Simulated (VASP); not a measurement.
# Ir (Fm-3m) in VASP: a series of runs, part 2 of 2

VASP 6.6.1. The steps go on from the part before.

### Step 3. Single point, RPBE

This run uses another cell than the first one, of 15.31 Å³/atom, 1.070 times its volume.

Contents of INCAR:

```
PREC = Accurate ; ENCUT = 500
EDIFF = 1E-6 ; ISMEAR = 0
SIGMA = 0.1 ; LREAL = F
LASPH = T ; NELM = 120
ALGO = Normal ; ISIF = 2
LWAVE = F ; LCHARG = T
GGA = RP ; LELF = T
LVHAR = T ; NBANDS = 10
GGA_COMPAT = F
```

Contents of KPOINTS:

```
Automatic mesh
0
Gamma
  10 10 10
```

Contents of POSCAR:

```
Ir
1.0
    0.0000000000      1.9709170393      1.9709170393
    1.9709170393      0.0000000000      1.9709170393
    1.9709170393      1.9709170393      0.0000000000
Ir
1
Direct
    0.0000000000      0.0000000000      0.0000000000
```

Potentials or basis: VASP PAW PBE potentials, release 64 (Ir).

On the command line:

```bash
$ cat potpaw_PBE.64/Ir/POTCAR > POTCAR
$ mpirun -np 1 vasp_std > vasp.out
```

OUTCAR:

```text
PREC = Accurate
   ENCUT = 500
   EDIFF = 1E-6
   ISMEAR = 0
   LREAL = F
   LASPH = T
   NELM = 120
   ISIF = 2
   GGA = RP

 ion  position               nearest neighbor table
   1  0.000  0.000  0.000-

  LATTYP: Found a face centered cubic cell.
 ALAT       =     3.9418340786

  Lattice vectors:

 A1 = (   0.0000000000,   1.9709170393,   1.9709170393)
 A2 = (   1.9709170393,   0.0000000000,   1.9709170393)
 A3 = (   1.9709170393,   1.9709170393,   0.0000000000)

Analysis of symmetry for initial positions (statically):
=====================================================================
 Subroutine PRICEL returns:
 Original cell was already a primitive cell.

 Routine SETGRP: Setting up the symmetry group for a
 face centered cubic supercell.

 Subroutine GETGRP returns: Found 48 space group operations
 (whereof 48 operations were pure point group operations)
 out of a pool of 48 trial point group operations.

The static configuration has the point symmetry O_h .

Analysis of symmetry for dynamics (positions and initial velocities):
=====================================================================
 Subroutine PRICEL returns:
 Original cell was already a primitive cell.

 Routine SETGRP: Setting up the symmetry group for a
 face centered cubic supercell.

 Subroutine GETGRP returns: Found 48 space group operations
 (whereof 48 operations were pure point group operations)
 out of a pool of 48 trial point group operations.

The dynamic configuration has the point symmetry O_h .

 Subroutine INISYM returns: Found 48 space group operations
 (whereof 48 operations are pure point group operations),
 and found     1 'primitive' translations

----------------------------------------------------------------------------------------

                                     Primitive cell

  volume of cell :      15.3121

  direct lattice vectors                    reciprocal lattice vectors
     0.000000000  1.970917039  1.970917039    -0.253689014  0.253689014  0.253689014
     1.970917039  0.000000000  1.970917039     0.253689014 -0.253689014  0.253689014
     1.970917039  1.970917039  0.000000000     0.253689014  0.253689014 -0.253689014

  length of vectors
     2.787297607  2.787297607  2.787297607     0.439402261  0.439402261  0.439402261

  position of ions in fractional coordinates (direct lattice)
     0.000000000  0.000000000  0.000000000

  ion indices of the primitive-cell ions
   primitive index   ion index
                 1           1

----------------------------------------------------------------------------------------

 KPOINTS: Automatic mesh

Automatic generation of k-mesh.
 Grid dimensions read from file:
 generate k-points for:   10   10   10

 Generating k-lattice:

  Cartesian coordinates                     Fractional coordinates (reciprocal lattice)
    -0.025368901  0.025368901  0.025368901     0.100000000  0.000000000  0.000000000
     0.025368901 -0.025368901  0.025368901     0.000000000  0.100000000  0.000000000
     0.025368901  0.025368901 -0.025368901     0.000000000  0.000000000  0.100000000

  Length of vectors
     0.043940226  0.043940226  0.043940226

  Shift w.r.t. Gamma in fractional coordinates (k-lattice)
     0.000000000  0.000000000  0.000000000

 Subroutine IBZKPT returns following result:
 ===========================================

 Found     47 irreducible k-points:

 Following reciprocal coordinates:
            Coordinates               Weight
  0.000000  0.000000  0.000000      1.000000
  0.100000  0.000000  0.000000      8.000000
  0.200000  0.000000  0.000000      8.000000
  0.300000  0.000000  0.000000      8.000000
  0.400000  0.000000  0.000000      8.000000
  0.500000  0.000000  0.000000      4.000000
[... 16 lines left out ...]
  0.300000  0.300000  0.000000      6.000000
  0.400000  0.300000  0.000000     24.000000
 [... further k-points ...]
   k-points           NKPTS =     47   k-points in BZ     NKDIM =     47   number of bands    NBANDS=     10
   number of dos      NEDOS =    301   number of ions     NIONS =      1
   total plane-waves  NPLWV =   8000
   dimension x,y,z NGX =    20 NGY =   20 NGZ =   20
   dimension x,y,z NGXF=    40 NGYF=   40 NGZF=   40
   ions per type =               1
   NGX,Y,Z   is equivalent  to a cutoff of  11.93, 11.93, 11.93 a.u.
   NGXF,Y,Z  is equivalent  to a cutoff of  23.86, 23.86, 23.86 a.u.
 SYSTEM =  unknown system
   PREC   = accura    normal or accurate (medium, high low for compatibility)
   ISTART =      0    job   : 0-new  1-cont  2-samecut
   ICHARG =      2    charge: 1-file 2-atom 10-const
   ISPIN  =      1    spin polarized calculation?
   LNONCOLLINEAR =      F non collinear calculations
   LSORBIT =      F    spin-orbit coupling
   LASPH  =      T    aspherical Exc in radial PAW
   ENCUT  =  500.0 eV  36.75 Ry    6.06 a.u.   5.08  5.08  5.08*2*pi/ulx,y,z
   NELM   =    120;   NELMIN=  2; NELMDL= -5     # of ELM steps
   EDIFF  = 0.1E-05   stopping-criterion for ELM
   LREAL  =      F    real-space projection
   EDIFFG = 0.1E-04   stopping-criterion for IOM
   NSW    =      0    number of steps for IOM
   IBRION =     -1    ionic relax: 0-MD 1-quasi-New 2-CG
   NFREE  =      0    steps in history (QN), initial steepest desc. (CG)
   ISIF   =      2    stress and relaxation
   ISYM   =      2    0-nonsym 1-usesym 2-fastsym
   POTIM  = 0.5000    time-step for ionic-motion
   TEBEG  =    0.0;   TEEND  =   0.0 temperature during run
   PSTRESS=    0.0 pullay stress
   NELECT =       9.0000    total number of electrons
   NUPDOWN=      -1.0000    fix difference up-down
   EMIN   =  10.00;   EMAX   =-10.00  energy-range for DOS
   EFERMI =   0.00;   METHOD = LEGACY
   ISMEAR =     0;   SIGMA  =   0.10  broadening in eV -4-tet -1-fermi 0-gaus
   EFERMI_NEDOS =   21; number of points for ismear=-14 and -15
   IALGO  =     38    algorithm
   IMIX   =      4    mixing-type and parameters
     AMIX     =   0.40;   BMIX     =  1.00
     AMIX_MAG =   1.60;   BMIX_MAG =  1.00
  volume/ion in A,a.u.               =      15.31       103.33
  Fermi-wavevector in a.u.,A,eV,Ry     =   1.371336  2.591450 25.586619  1.880563
  Thomas-Fermi vector in A             =   2.497042
   LORBIT       =      0    0 simple, 1 ext, 2 COOP (PROOUT), +10 PAW based schemes
   GGA     = RP    functional components
   LHFCALC =     F    Hartree Fock is set to
   AEXX    =    0.0000 exact exchange contribution
   IVDW    =     0    specifies the selected vdW correction
   LEPSILON=     F    determine dielectric tensor
   LRPA    =     F    only Hartree local field effects (RPA)
 non-spin polarized calculation
 Gauss-broadening in eV      SIGMA  =   0.10
  energy-cutoff  :      500.00
  volume of cell :       15.31
 maximum number of plane-waves:       396
   NGX = 11   NGY = 11   NGZ = 11

 number of electron       9.0000000 magnetization

 Free energy of the ion-electron system (eV)
  ---------------------------------------------------
  ext. energy  EPLUGINS =         0.00000000
  ---------------------------------------------------
  free energy    TOTEN  =        -8.17262427 eV

  energy without entropy =       -8.16644823  energy(sigma->0) =       -8.16953625

 E-fermi :   9.2128     XC(G=0): -13.4764

 val. band max:        9.2047458854   @ k =   0.3000   0.3000   0.0000
 cond. band min:       9.2174453159   @ k =  -0.4000   0.5000   0.1000
 fundamental gap:      0.0126994306
 Fermi energy:         9.2128337396

 k-point     1 :       0.0000    0.0000    0.0000
  band No.  band energies     occupation
      1      -1.1012      2.00000
      2       5.7225      2.00000
      3       5.7225      2.00000
      4       5.7225      2.00000
      5       8.0823      2.00000
      6       8.0823      2.00000
      7      23.5824      0.00000
      8      28.7344      0.00000
      9      28.7344      0.00000
     10      28.7344      0.00000

 k-point     2 :       0.1000    0.0000    0.0000
  band No.  band energies     occupation
      1      -0.6981      2.00000
      2       5.5308      2.00000
      3       5.8838      2.00000
      4       5.8838      2.00000
      5       7.9931      2.00000
      6       7.9931      2.00000
      7      24.2282      0.00000
      8      26.8822      0.00000
      9      29.3682      0.00000
     10      29.3682      0.00000
[... 274 lines left out ...]
 k-point    24 :       0.4000    0.3000    0.0000
  band No.  band energies     occupation
      1       2.6094      2.00000
      2       3.3317      2.00000
      3       6.7990      2.00000
      4       8.4023      2.00000
      5       9.8063      0.00000
      6       9.9046      0.00000
      7      21.3332      0.00000
      8      23.5869      0.00000
      9      24.2647      0.00000
     10      29.1537      0.00000

 [... further k-points ...]
[... 5 lines left out ...]
  --------------------------------------------------------------------------------------
  -------------------------------------------------------------------------------------
  Total       -1.1917508     -1.1917508     -1.1917508      0.0000000      0.0000000      0.0000000
  in kB     -124.6984334   -124.6984334   -124.6984334      0.0000000      0.0000000      0.0000000
  external PRESSURE =    -124.6984334 kB  Pullay stress =       0.0000000 kB

 VOLUME and BASIS-vectors are now :
 -----------------------------------------------------------------------------
  energy-cutoff  :      500.00
  volume of cell :       15.31
      direct lattice vectors                 reciprocal lattice vectors
     0.000000000  1.970917039  1.970917039    -0.253689014  0.253689014  0.253689014
     1.970917039  0.000000000  1.970917039     0.253689014 -0.253689014  0.253689014
     1.970917039  1.970917039  0.000000000     0.253689014  0.253689014 -0.253689014

 POSITION                                       TOTAL-FORCE (eV/Angst)
 -----------------------------------------------------------------------------------
      0.00000      0.00000      0.00000         0.000000      0.000000     -0.000000
 -----------------------------------------------------------------------------------
    total drift:                                0.000000      0.000000     -0.000000

  FREE ENERGIE OF THE ION-ELECTRON SYSTEM (eV)
  ---------------------------------------------------
  free  energy   TOTEN  =        -8.1726242651 eV

  energy  without entropy=       -8.1664482281  energy(sigma->0) =       -8.16953625
```

OSZICAR:

```text
N       E                     dE             d eps       ncg     rms          rms(c)
DAV:   1     0.450023076233E+02    0.45002E+02   -0.42835E+03   964   0.786E+02
DAV:   2    -0.777421189540E+01   -0.52777E+02   -0.49031E+02   982   0.186E+02
DAV:   3    -0.870784053081E+01   -0.93363E+00   -0.92727E+00  1090   0.294E+01
DAV:   4    -0.871662362349E+01   -0.87831E-02   -0.87818E-02  1050   0.273E+00
DAV:   5    -0.871680632470E+01   -0.18270E-03   -0.18270E-03  1068   0.379E-01    0.120E+01
DAV:   6    -0.825067349235E+01    0.46613E+00   -0.91784E-01  1042   0.116E+01    0.481E+00
DAV:   7    -0.817761081809E+01    0.73063E-01   -0.25787E-01  1112   0.564E+00    0.151E+00
DAV:   8    -0.817468733216E+01    0.29235E-02   -0.21278E-03  1008   0.495E-01    0.953E-01
DAV:   9    -0.817261556947E+01    0.20718E-02   -0.15504E-03  1070   0.521E-01    0.223E-02
DAV:  10    -0.817262472459E+01   -0.91551E-05   -0.82329E-06  1216   0.252E-02    0.297E-02
DAV:  11    -0.817262426507E+01    0.45952E-06   -0.96348E-07   648   0.140E-02
   1 F= -.81726243E+01 E0= -.81695362E+01  d E =-.617604E-02
```

Wall time 9.7 s (1 thread of Intel Xeon 8259CL, shared host); peak memory 0.13 GiB.

Results:

| Property | Result |
| --- | --- |
| Free energy | -8.1726 eV |
| Pressure | -12.5 GPa |

Caveat: the PAW data sets were made with another functional, which shifts forces and pressure a little; spin-orbit coupling is left out, which moves the levels of the heavy elements.
